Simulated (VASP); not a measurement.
Input of a VASP 6.6.1 run:

File INCAR:

```
SYSTEM = SnRu2
ALGO = Fast
EDIFF = 1E-6
EDIFFG = -0.01
ENCUT = 600
GGA = PE
IBRION = 2
ISIF = 3
ISMEAR = 0
LASPH = .TRUE.
LCHARG = .FALSE.
LREAL = .FALSE.
LWAVE = .FALSE.
NELM = 100
NSW = 100
PREC = Accurate
SIGMA = 0.1
```

File KPOINTS:

```
k-points
0
G
  10 10 10
  0 0 0
```

Contents of POSCAR:

```
SnRu2
1.0
    0.0000000000      3.7350318485      3.7350318485
    3.7350318485      0.0000000000      3.7350318485
    3.7350318485      3.7350318485      0.0000000000
Sn Ru
2 4
Direct
    0.0000000000      0.0000000000      0.0000000000
    0.2500000000      0.2500000000      0.2500000000
    0.6250000000      0.6250000000      0.6250000000
    0.1250000000      0.6250000000      0.6250000000
    0.6250000000      0.6250000000      0.1250000000
    0.6250000000      0.1250000000      0.6250000000
```

Potentials or basis: VASP PAW PBE potentials, release 64 (Sn_d, Ru_pv).

The run is started by

```sh
$ cat potpaw_PBE.64/Sn_d/POTCAR potpaw_PBE.64/Ru_pv/POTCAR > POTCAR
$ mpirun -np 1 vasp_std > vasp.out
```

Predict the relaxed volume.

17.02 Å³/atom.

What does it give for the band gap on the k mesh?

Zero (band 42 reaches 11.59 eV, above the bottom of band 43 at 11.21 eV).

Predict the relaxed cell.

a = 5.246 Å, b = 5.246 Å, c = 5.246 Å, α = 60.00°, β = 60.00°, γ = 60.00°.

What does it give for the space group after relaxing (to 0.05 Å)?

Fd-3m (No. 227).

Step by step:
| step | energy change (eV) | largest force (eV/Å) | pressure (GPa) | volume (Å³) |
| --- | --- | --- | --- | --- |
| 1 | 0.0000 | 0.0000 | -3.40 | 104.21 |
| 2 | 0.0407 | 0.0000 | 6.31 | 98.74 |
| 3 | -0.0230 | 0.0000 | -0.01 | 102.11 |

Caveat: spin-orbit coupling is left out, which moves the levels of the heavy elements.
